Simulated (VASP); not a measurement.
A run of VASP 6.6.1 is set up as follows.

File INCAR:

```
  PREC = Accurate
  ENCUT = 520
  EDIFF = 1E-8
  ISMEAR = -1
  SIGMA = 0.05
  LREAL = F
  LASPH = T
  NELM = 80
  ALGO = Normal
  ISIF = 2
  LWAVE = F
  LCHARG = F
  LEFG = T
  NBANDS = 19
```

The input KPOINTS:

```
regular mesh
0
Gamma
  9 9 7
```

Contents of POSCAR:

```
KRh
1.0
    2.6833142247      0.0000000000      0.0000000000
    0.0000000000      2.6833142247      0.0000000000
    0.0000000000      0.0000000000      5.2238820139
K Rh
1 1
Direct
    0.0000000000      0.0000000000      0.0000000000
    0.5000000000      0.5000000000      0.5000000000
```

Potentials or basis: VASP PAW LDA potentials, release 64 (K_sv, Rh_pv).

The run is started by

```sh
$ cat potpaw_LDA.64/K_sv/POTCAR potpaw_LDA.64/Rh_pv/POTCAR > POTCAR
$ mpirun -np 1 vasp_std > vasp.out
```

Predict the pressure.

0.7 GPa.

What does it give for the band gap on the k mesh?

Zero (bands 12 and 13 overlap by 1.96 eV).

Electric field gradients, principal values (V/Å²):
```tsv
atom	least	middle	greatest (by size)
1 K	43.292	43.292	-86.584
2 Rh	9.365	9.365	-18.730
```

Caveat: without QUAD_EFG the Cq values of the log hold for a quadrupole moment of 1 mb, not for the nuclei.
